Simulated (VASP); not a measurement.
Write the native input for VASP 6.6.1 that does the following.

```yaml
Task: relaxation of the atoms
Functional: PBE
Potentials_or_basis: VASP PAW PBE potentials, release 64 (B, N)
Cutoff: 520 eV
k_mesh: 13 × 13 × 5
Occupations: fermi-dirac, width 0.02 eV
Spin: no spin polarisation
Dipole_correction: no
Further_INCAR_settings: ALGO = Normal; EDIFF = 1e-06; IBRION = 2; EDIFFG = -0.02; NSW = 80
```

The structure of BN lies in POSCAR:

```
BN
1.0
    2.5400000000      0.0000000000      0.0000000000
   -1.2700000000      2.1997045256      0.0000000000
    0.0000000000      0.0000000000      6.7959400000
B N
2 2
Direct
    0.3333333333      0.6666666667      0.2500000000
    0.6666666667      0.3333333333      0.7500000000
    0.3333333333      0.6666666667      0.7500000000
    0.6666666667      0.3333333333      0.2500000000
```

This cell differs from its parent crystal: z stretched by +3 %.

These files were run (other wordings do the same):

INCAR

```
SYSTEM = BN
  PREC = Accurate
  ENCUT = 520
  EDIFF = 1E-6
  ISMEAR = -1
  SIGMA = 0.02
  LREAL = .FALSE.
  LASPH = .TRUE.
  NELM = 100
  ALGO = Normal
  ISIF = 2
  LWAVE = .FALSE.
  LCHARG = .FALSE.
  GGA = PE
  IBRION = 2
  NSW = 80
  EDIFFG = -0.02
```

KPOINTS

```
Automatic mesh
0
G
  13 13 5
  0 0 0
```

Potentials or basis: VASP PAW PBE potentials, release 64 (B, N).

Command:

```bash
$ cat potpaw_PBE.64/B/POTCAR potpaw_PBE.64/N/POTCAR > POTCAR
$ mpirun -np 1 vasp_std > vasp.out
```

It gave:

The pressure after relaxing is -6.5 GPa and the band gap on the k mesh is 4.25 eV (least direct gap 4.58 eV).

Caveat: the cell differs from its parent crystal (z stretched by +3 %); the relaxation stopped at its first step, so nothing moved; an odd mesh through Γ misses points on the zone boundary, where band edges can lie; this functional lacks dispersion, which binds the layers, so the pressure and a relaxed spacing across them are unreliable.

Wall time 39 s on 1 thread of Intel Xeon 8259CL, on a shared host, peak memory 0.16 GiB.
